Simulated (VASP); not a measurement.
# InSe (P6_3/mmc) in VASP: notebook

InSe is run at these levels: PBE; tasks: single point, relaxation of cell and atoms.

Everything below comes from runs of VASP 6.6.1. Logs are shortened: lines on timing, memory, paths and dates and some standing lists are left out, and cuts for length are marked.

**1. The cell of the first run**

It takes space group P6_3/mmc (No. 194, hexagonal). The conventional cell has a = 4.089 Å, b = 4.089 Å, c = 18.490 Å, α = 90.00°, β = 90.00°, γ = 120.00°. Within 3.5 Å of In (site symmetry 3m) lie 3 Se at 2.68 Å and 1 In at 2.82 Å. Se (site symmetry 3m) has 3 In at 2.68 Å within 3.5 Å.

**2. Single point, PBE**

Input file INCAR:

```
SYSTEM = InSe
PREC = Accurate
ENCUT = 520
EDIFF = 1E-6
ISMEAR = 0
SIGMA = 0.01
LREAL = .FALSE.
LASPH = .TRUE.
NELM = 100
ALGO = Normal
ISIF = 2
LWAVE = .FALSE.
LCHARG = .FALSE.
GGA = PE
NBANDS = 48
```

Input file KPOINTS:

```
Automatic mesh
0
G
  6 6 2
  0 0 0
```

Input file POSCAR:

```
InSe
1.0
    4.0888735449      0.0000000000      0.0000000000
   -2.0444367725      3.5410683628      0.0000000000
    0.0000000000      0.0000000000     18.4896187862
In Se
4 4
Direct
    0.3333333333      0.6666666667      0.1736260277
    0.6666666667      0.3333333333      0.6736260277
    0.3333333333      0.6666666667      0.3263739723
    0.6666666667      0.3333333333      0.8263739723
    0.3333333333      0.6666666667      0.6048392499
    0.6666666667      0.3333333333      0.1048392499
    0.3333333333      0.6666666667      0.8951607501
    0.6666666667      0.3333333333      0.3951607501
```

Potentials or basis: VASP PAW PBE potentials, release 64 (In_d, Se).

Command:

```bash
cat potpaw_PBE.64/In_d/POTCAR potpaw_PBE.64/Se/POTCAR > POTCAR
mpirun -np 1 vasp_std > vasp.out
```

OUTCAR:

```text
SYSTEM = InSe
   PREC = Accurate
   ENCUT = 520
   EDIFF = 1E-6
   ISMEAR = 0
   LREAL = .FALSE.
   LASPH = .TRUE.
   NELM = 100
   ISIF = 2
   GGA = PE

 ion  position               nearest neighbor table
   1  0.333  0.667  0.174-   6 2.68   6 2.68   6 2.68   3 2.82
   2  0.667  0.333  0.674-   5 2.68   5 2.68   5 2.68   4 2.82
   3  0.333  0.667  0.326-   8 2.68   8 2.68   8 2.68   1 2.82
   4  0.667  0.333  0.826-   7 2.68   7 2.68   7 2.68   2 2.82
   5  0.333  0.667  0.605-   2 2.68   2 2.68   2 2.68
   6  0.667  0.333  0.105-   1 2.68   1 2.68   1 2.68
   7  0.333  0.667  0.895-   4 2.68   4 2.68   4 2.68
   8  0.667  0.333  0.395-   3 2.68   3 2.68   3 2.68

  LATTYP: Found a hexagonal cell.
 ALAT       =     4.0888735449
 C/A-ratio  =     4.5219346070

  Lattice vectors:

 A1 = (   4.0888735449,   0.0000000000,   0.0000000000)
 A2 = (  -2.0444367725,   3.5410683628,   0.0000000000)
 A3 = (   0.0000000000,   0.0000000000,  18.4896187862)

Analysis of symmetry for initial positions (statically):
=====================================================================
 Subroutine PRICEL returns:
 Original cell was already a primitive cell.

 Routine SETGRP: Setting up the symmetry group for a
 hexagonal supercell.

 Subroutine GETGRP returns: Found 24 space group operations
 (whereof 12 operations were pure point group operations)
 out of a pool of 24 trial point group operations.

The static configuration has the point symmetry D_3d.
 The point group associated with its full space group is D_6h.

Analysis of symmetry for dynamics (positions and initial velocities):
=====================================================================
 Subroutine PRICEL returns:
 Original cell was already a primitive cell.

 Routine SETGRP: Setting up the symmetry group for a
 hexagonal supercell.

 Subroutine GETGRP returns: Found 24 space group operations
 (whereof 12 operations were pure point group operations)
 out of a pool of 24 trial point group operations.

The dynamic configuration has the point symmetry D_3d.
 The point group associated with its full space group is D_6h.

 Subroutine INISYM returns: Found 24 space group operations
 (whereof 12 operations are pure point group operations),
 and found     1 'primitive' translations

----------------------------------------------------------------------------------------

                                     Primitive cell

  volume of cell :     267.7108

  direct lattice vectors                    reciprocal lattice vectors
     4.088873545  0.000000000  0.000000000     0.244566135  0.141200324  0.000000000
    -2.044436773  3.541068363  0.000000000     0.000000000  0.282400648  0.000000000
     0.000000000  0.000000000 18.489618786     0.000000000  0.000000000  0.054084403

  length of vectors
     4.088873545  4.088873545 18.489618786     0.282400648  0.282400648  0.054084403

  position of ions in fractional coordinates (direct lattice)
     0.333333333  0.666666667  0.173626028
     0.666666667  0.333333333  0.673626028
     0.333333333  0.666666667  0.326373972
     0.666666667  0.333333333  0.826373972
     0.333333333  0.666666667  0.604839250
     0.666666667  0.333333333  0.104839250
     0.333333333  0.666666667  0.895160750
     0.666666667  0.333333333  0.395160750

  ion indices of the primitive-cell ions
   primitive index   ion index
                 1           1
                 2           2
                 3           3
                 4           4
                 5           5
                 6           6
                 7           7
                 8           8

----------------------------------------------------------------------------------------

 KPOINTS: Automatic mesh

Automatic generation of k-mesh.
 Grid dimensions read from file:
 generate k-points for:    6    6    2

 Generating k-lattice:

  Cartesian coordinates                     Fractional coordinates (reciprocal lattice)
     0.040761023  0.023533387  0.000000000     0.166666667  0.000000000  0.000000000
     0.000000000  0.047066775  0.000000000     0.000000000  0.166666667  0.000000000
     0.000000000  0.000000000  0.027042202     0.000000000  0.000000000  0.500000000

  Length of vectors
     0.047066775  0.047066775  0.027042202

  Shift w.r.t. Gamma in fractional coordinates (k-lattice)
     0.000000000  0.000000000  0.000000000

 Subroutine IBZKPT returns following result:
 ===========================================

 Found     14 irreducible k-points:

 Following reciprocal coordinates:
            Coordinates               Weight
  0.000000  0.000000  0.000000      1.000000
  0.166667 -0.000000  0.000000      6.000000
  0.333333  0.000000  0.000000      6.000000
  0.500000  0.000000  0.000000      3.000000
  0.166667  0.166667  0.000000      6.000000
  0.333333  0.166667  0.000000     12.000000
  0.333333  0.333333  0.000000      2.000000
  0.000000  0.000000  0.500000      1.000000
  0.166667 -0.000000  0.500000      6.000000
  0.333333  0.000000  0.500000      6.000000
  0.500000  0.000000  0.500000      3.000000
  0.166667  0.166667  0.500000      6.000000
  0.333333  0.166667  0.500000     12.000000
  0.333333  0.333333  0.500000      2.000000
   k-points           NKPTS =     14   k-points in BZ     NKDIM =     14   number of bands    NBANDS=     48
   number of dos      NEDOS =    301   number of ions     NIONS =      8
   total plane-waves  NPLWV = 126000
   dimension x,y,z NGX =    30 NGY =   30 NGZ =  140
   dimension x,y,z NGXF=    60 NGYF=   60 NGZF=  280
   ions per type =               4   4
   NGX,Y,Z   is equivalent  to a cutoff of  12.20, 12.20, 12.59 a.u.
   NGXF,Y,Z  is equivalent  to a cutoff of  24.39, 24.39, 25.18 a.u.
 SYSTEM =  InSe
   PREC   = accura    normal or accurate (medium, high low for compatibility)
   ISTART =      0    job   : 0-new  1-cont  2-samecut
   ICHARG =      2    charge: 1-file 2-atom 10-const
   ISPIN  =      1    spin polarized calculation?
   LNONCOLLINEAR =      F non collinear calculations
   LSORBIT =      F    spin-orbit coupling
   LASPH  =      T    aspherical Exc in radial PAW
   ENCUT  =  520.0 eV  38.22 Ry    6.18 a.u.   7.60  7.60 34.38*2*pi/ulx,y,z
   NELM   =    100;   NELMIN=  2; NELMDL= -5     # of ELM steps
   EDIFF  = 0.1E-05   stopping-criterion for ELM
   LREAL  =      F    real-space projection
   EDIFFG = 0.1E-04   stopping-criterion for IOM
   NSW    =      0    number of steps for IOM
   IBRION =     -1    ionic relax: 0-MD 1-quasi-New 2-CG
   NFREE  =      0    steps in history (QN), initial steepest desc. (CG)
   ISIF   =      2    stress and relaxation
   ISYM   =      2    0-nonsym 1-usesym 2-fastsym
   POTIM  = 0.5000    time-step for ionic-motion
   TEBEG  =    0.0;   TEEND  =   0.0 temperature during run
   PSTRESS=    0.0 pullay stress
   NELECT =      76.0000    total number of electrons
   NUPDOWN=      -1.0000    fix difference up-down
   EMIN   =  10.00;   EMAX   =-10.00  energy-range for DOS
   EFERMI =   0.00;   METHOD = LEGACY
   ISMEAR =     0;   SIGMA  =   0.01  broadening in eV -4-tet -1-fermi 0-gaus
   EFERMI_NEDOS =   21; number of points for ismear=-14 and -15
   IALGO  =     38    algorithm
   IMIX   =      4    mixing-type and parameters
     AMIX     =   0.40;   BMIX     =  1.00
     AMIX_MAG =   1.60;   BMIX_MAG =  1.00
  volume/ion in A,a.u.               =      33.46       225.83
  Fermi-wavevector in a.u.,A,eV,Ry     =   1.075947  2.033244 15.750935  1.157661
  Thomas-Fermi vector in A             =   2.211817
   LORBIT       =      0    0 simple, 1 ext, 2 COOP (PROOUT), +10 PAW based schemes
   GGA     = PE    functional components
   LHFCALC =     F    Hartree Fock is set to
   AEXX    =    0.0000 exact exchange contribution
   IVDW    =     0    specifies the selected vdW correction
   LEPSILON=     F    determine dielectric tensor
   LRPA    =     F    only Hartree local field effects (RPA)
 non-spin polarized calculation
 Gauss-broadening in eV      SIGMA  =   0.01
  energy-cutoff  :      520.00
  volume of cell :      267.71
 maximum number of plane-waves:      7251
   NGX = 15   NGY = 15   NGZ = 69

 number of electron      76.0000016 magnetization

 Free energy of the ion-electron system (eV)
  ---------------------------------------------------
  ext. energy  EPLUGINS =         0.00000000
  ---------------------------------------------------
  free energy    TOTEN  =       -28.43960750 eV

  energy without entropy =      -28.43960750  energy(sigma->0) =      -28.43960750

 E-fermi :   2.6923     XC(G=0):  -8.1931

 val. band max:        2.5899676759   @ k =   0.0000   0.0000   0.0000
 cond. band min:       3.3047845855   @ k =   0.0000   0.0000   0.0000
 fundamental gap:      0.7148169096
 Fermi energy:         2.6923298649

 k-point     1 :       0.0000    0.0000    0.0000
  band No.  band energies     occupation
      1     -11.8216      2.00000
      2     -11.8216      2.00000
      3     -11.6503      2.00000
      4     -11.6503      2.00000
      5     -11.6502      2.00000
      6     -11.6502      2.00000
[... 40 lines left out ...]
     47       8.2977      0.00000
     48       8.3043      0.00000

 k-point     2 :       0.1667   -0.0000    0.0000
  band No.  band energies     occupation
      1     -11.8230      2.00000
      2     -11.8229      2.00000
      3     -11.7163      2.00000
      4     -11.7150      2.00000
      5     -11.6540      2.00000
      6     -11.6525      2.00000
[... 40 lines left out ...]
     47       7.3399      0.00000
     48       7.5971      0.00000

 k-point     3 :       0.3333    0.0000    0.0000
  band No.  band energies     occupation
      1     -11.8748      2.00000
      2     -11.8737      2.00000
      3     -11.7725      2.00000
      4     -11.7707      2.00000
      5     -11.7664      2.00000
      6     -11.7658      2.00000
[... 550 lines left out ...]
     47       7.3768      0.00000
     48       7.3768      0.00000

 k-point    14 :       0.3333    0.3333    0.5000
  band No.  band energies     occupation
      1     -11.9149      2.00000
      2     -11.9149      2.00000
      3     -11.8277      2.00000
      4     -11.8277      2.00000
      5     -11.7665      2.00000
      6     -11.7665      2.00000
[... 40 lines left out ...]
     47       8.3552      0.00000
     48       8.3552      0.00000

------------------------ aborting loop because EDIFF is reached ----------------------------------------

  FORCE on cell =-STRESS in cart. coord.  units (eV):
  Direction    XX          YY          ZZ          XY          YZ          ZX
  --------------------------------------------------------------------------------------
  -------------------------------------------------------------------------------------
  Total        0.0702537      0.0702537      0.1014598     -0.0000000      0.0000000      0.0000000
  in kB        0.4204495      0.4204495      0.6072093     -0.0000000      0.0000000      0.0000000
  external PRESSURE =       0.4827028 kB  Pullay stress =       0.0000000 kB

 VOLUME and BASIS-vectors are now :
 -----------------------------------------------------------------------------
  energy-cutoff  :      520.00
  volume of cell :      267.71
      direct lattice vectors                 reciprocal lattice vectors
     4.088873545  0.000000000  0.000000000     0.244566135  0.141200324  0.000000000
    -2.044436773  3.541068363  0.000000000     0.000000000  0.282400648  0.000000000
     0.000000000  0.000000000 18.489618786     0.000000000  0.000000000  0.054084403

 POSITION                                       TOTAL-FORCE (eV/Angst)
 -----------------------------------------------------------------------------------
     -0.00000      2.36071      3.21028         0.000000      0.000000      0.006309
      2.04444      1.18036     12.45509        -0.000000     -0.000000      0.006309
     -0.00000      2.36071      6.03453         0.000000      0.000000     -0.006309
      2.04444      1.18036     15.27934        -0.000000     -0.000000     -0.006309
     -0.00000      2.36071     11.18325        -0.000000     -0.000000     -0.013159
      2.04444      1.18036      1.93844         0.000000      0.000000     -0.013159
     -0.00000      2.36071     16.55118        -0.000000     -0.000000      0.013159
      2.04444      1.18036      7.30637         0.000000      0.000000      0.013159
 -----------------------------------------------------------------------------------
    total drift:                               -0.000000      0.000000      0.000000

  FREE ENERGIE OF THE ION-ELECTRON SYSTEM (eV)
  ---------------------------------------------------
  free  energy   TOTEN  =       -28.4396074967 eV

  energy  without entropy=      -28.4396074967  energy(sigma->0) =      -28.43960750
```

It took 2.4 min on 1 thread of AMD EPYC 7R13 (Zen 3), shared host; peak memory 0.38 GiB.

Results:

| Quantity | Value |
| --- | --- |
| Free energy | -28.4396 eV |
| Pressure | 0.0 GPa |
| Largest force | 0.013 eV/Å |
| Band gap on the k mesh | 0.71 eV |

Forces in eV/Å, atoms in the order of the input:
```
In   0.000  0.000  0.006
In   0.000  0.000  0.006
In   0.000  0.000 -0.006
In   0.000  0.000 -0.006
Se   0.000  0.000 -0.013
Se   0.000  0.000 -0.013
Se   0.000  0.000  0.013
Se   0.000  0.000  0.013
```

Caveat: spin-orbit coupling is left out, which moves the levels of the heavy elements; this functional lacks dispersion, which binds layers or chains, so the pressure and a relaxed spacing across them are unreliable. A k mesh can miss the band edges.

**3. Single point, PBE**

Input file INCAR:

```
PREC = Accurate ; ENCUT = 520
EDIFF = 1E-7 ; ISMEAR = 0
SIGMA = 0.01 ; LREAL = False
LASPH = True ; NELM = 60
ALGO = Normal ; ISIF = 2
LWAVE = False ; LCHARG = False
GGA = PE ; NBANDS = 48
```

Input file KPOINTS:

```
regular mesh
0
Gamma
  6 6 2
```

Input file POSCAR:

```
InSe
1.0
    4.0888736787      0.0000000000      0.0000000000
   -2.0444368393      3.5410684786      0.0000000000
    0.0000000000      0.0000000000     18.4896487794
In Se
4 4
Direct
    0.3333333333      0.6666666667      0.1736261585
    0.6666666667      0.3333333333      0.6736261585
    0.3333333333      0.6666666667      0.3263738415
    0.6666666667      0.3333333333      0.8263738415
    0.3333333333      0.6666666667      0.6048395348
    0.6666666667      0.3333333333      0.1048395348
    0.3333333333      0.6666666667      0.8951604652
    0.6666666667      0.3333333333      0.3951604652
```

Potentials or basis: VASP PAW PBE potentials, release 64 (In_d, Se).

Command:

```bash
cat potpaw_PBE.64/In_d/POTCAR potpaw_PBE.64/Se/POTCAR > POTCAR
mpirun -np 1 vasp_std > vasp.out
```

Run time: 2.6 min. Hardware: 1 thread of AMD EPYC 7R13 (Zen 3), shared host; peak memory 0.39 GiB.

Results (log left out):

| Property | Result |
| --- | --- |
| Free energy | -28.4396 eV |
| Pressure | 0.0 GPa |
| Largest force | 0.013 eV/Å |
| Band gap on the k mesh | 0.71 eV |

Forces in eV/Å, atoms in the order of the input:
```
In   0.000  0.000  0.006
In   0.000  0.000  0.006
In   0.000  0.000 -0.006
In   0.000  0.000 -0.006
Se   0.000  0.000 -0.013
Se   0.000  0.000 -0.013
Se   0.000  0.000  0.013
Se   0.000  0.000  0.013
```

Levels at points of the mesh, in eV from the valence-band top:
```
           k point  band 34  band 35  band 36  band 37  band 38  band 39  band 40  band 41  band 42  band 43
(0.00, 0.00, 0.00)    -0.91    -0.87    -0.87    -0.81     0.00     0.71     1.43     2.24     2.27     4.48
(0.50, 0.00, 0.00)    -1.82    -1.79    -1.75    -1.39    -1.16     1.63     1.74     1.97     2.05     3.68
(0.00, 0.00, 0.50)    -0.89    -0.89    -0.89    -0.47    -0.47     1.14     1.14     2.26     2.26     4.50
(0.50, 0.00, 0.50)    -1.89    -1.78    -1.78    -1.28    -1.28     1.79     1.79     1.89     1.89     3.82
```

Caveat: spin-orbit coupling is left out, which moves the levels of the heavy elements; this functional lacks dispersion, which binds layers or chains, so the pressure and a relaxed spacing across them are unreliable. A hybrid or GW would open this gap; PBE tends to underestimate it.

**4. Relaxation of cell and atoms, PBE**

This run uses another cell than the first one, of 30.06 Å³/atom.

Input file INCAR:

```
PREC = Accurate
ENCUT = 600
EDIFF = 1E-6
ISMEAR = 0
SIGMA = 0.01
LREAL = F
LASPH = T
NELM = 100
ALGO = Normal
ISIF = 3
LWAVE = F
LCHARG = F
GGA = PE
IBRION = 2
NSW = 80
EDIFFG = -0.05
```

KPOINTS is that of step 3.

Input file POSCAR:

```
InSe
1.0
    4.0500000000      0.0000000000      0.0000000000
   -2.0250000000      3.5074000000      0.0000000000
    0.0000000000      0.0000000000     16.9300000000
In Se
4 4
Direct
    0.3333333333      0.6666666667      0.1570000000
    0.6666666667      0.3333333333      0.6570000000
    0.3333333333      0.6666666667      0.3430000000
    0.6666666667      0.3333333333      0.8430000000
    0.3333333333      0.6666666667      0.6020000000
    0.6666666667      0.3333333333      0.1020000000
    0.3333333333      0.6666666667      0.8980000000
    0.6666666667      0.3333333333      0.3980000000
```

Command:

```bash
cat potpaw_PBE.64/In_d/POTCAR potpaw_PBE.64/Se/POTCAR > POTCAR
mpirun -np 1 vasp_std > vasp.out
```

Wall time 22 min (1 thread of AMD EPYC 7R13 (Zen 3), shared host); peak memory 0.46 GiB.

It converged, with:

| Quantity | Value |
| --- | --- |
| Free energy | -28.4149 eV |
| Relaxed volume | 31.65 Å³/atom |
| Relaxed cell | a = 4.101 Å, b = 4.101 Å, c = 17.384 Å, α = 90.00°, β = 90.00°, γ = 120.00° |
| Space group after relaxing (to 0.1 Å) | P6_3/mmc (No. 194) |
| Energy gained by relaxing | 239.3 meV/atom |
| Ionic steps | 12 |
| Pressure after relaxing | 0.0 GPa |
| Largest force after relaxing | 0.043 eV/Å |
| Band gap on the k mesh | 0.31 eV |

Forces on the atoms (eV/Å):
```
In   0.000  0.000  0.025
In   0.000  0.000  0.025
In   0.000  0.000 -0.025
In   0.000  0.000 -0.025
Se   0.000  0.000  0.043
Se   0.000  0.000  0.043
Se   0.000  0.000 -0.043
Se   0.000  0.000 -0.043
```

Stress tensor (GPa, compression positive):
```
-0.06  0.00  0.00
 0.00 -0.06  0.00
 0.00  0.00  0.19
```

Step by step:
| step | energy change (eV) | largest force (eV/Å) | pressure (GPa) | volume (Å³) |
| --- | --- | --- | --- | --- |
| 1 | 0.0000 | 2.8781 | 7.72 | 240.49 |
| 2 | -1.1720 | 0.4669 | -4.12 | 293.94 |
| 3 | -1.5732 | 0.7856 | -1.47 | 273.28 |
| 4 | -1.7541 | 0.4057 | -0.91 | 264.60 |
| 5 | -1.8181 | 0.1385 | -0.14 | 256.15 |
| 6 | -1.8816 | 0.1147 | 0.35 | 252.01 |
| 7 | -1.8960 | 0.1749 | 0.88 | 248.17 |
| 8 | -1.8986 | 0.2296 | -0.40 | 253.43 |
| 9 | -1.9090 | 0.0661 | 0.19 | 250.95 |
| 10 | -1.9119 | 0.0739 | 0.04 | 252.12 |
| 11 | -1.9122 | 0.0777 | -0.02 | 252.68 |
| 12 | -1.9142 | 0.0426 | 0.03 | 253.22 |

Final structure:
```
In Se
1.0
     4.10126    0.00000    0.00000
    -2.05063    3.55179    0.00000
     0.00000    0.00000   17.38369
In Se
4 4
Direct
  0.33333 0.66667 0.16856
  0.66667 0.33333 0.66856
  0.33333 0.66667 0.33144
  0.66667 0.33333 0.83144
  0.33333 0.66667 0.59566
  0.66667 0.33333 0.09566
  0.33333 0.66667 0.90434
  0.66667 0.33333 0.40435
```

Levels at points of the mesh, in eV from the valence-band top:
| k point | band 34 | band 35 | band 36 | band 37 | band 38 | band 39 | band 40 | band 41 | band 42 | band 43 |
| --- | --- | --- | --- | --- | --- | --- | --- | --- | --- | --- |
| (0.00, 0.00, 0.00) | -1.19 | -1.19 | -1.11 | -1.11 | 0.00 | 0.31 | 1.40 | 1.99 | 1.99 | 4.16 |
| (0.50, 0.00, 0.00) | -2.14 | -1.96 | -1.95 | -1.77 | -1.28 | 1.22 | 1.38 | 1.81 | 1.91 | 3.42 |
| (0.00, 0.00, 0.50) | -1.14 | -1.14 | -1.14 | -0.77 | -0.77 | 1.02 | 1.02 | 1.99 | 1.99 | 4.21 |
| (0.50, 0.00, 0.50) | -2.12 | -2.02 | -2.02 | -1.53 | -1.53 | 1.50 | 1.50 | 1.63 | 1.63 | 3.59 |

Caveat: spin-orbit coupling is left out, which moves the levels of the heavy elements; this functional lacks dispersion, which binds layers or chains, so the pressure and a relaxed spacing across them are unreliable; the relaxation stopped at a loose force limit of 0.05 eV/Å, so its end isn't a converged minimum.
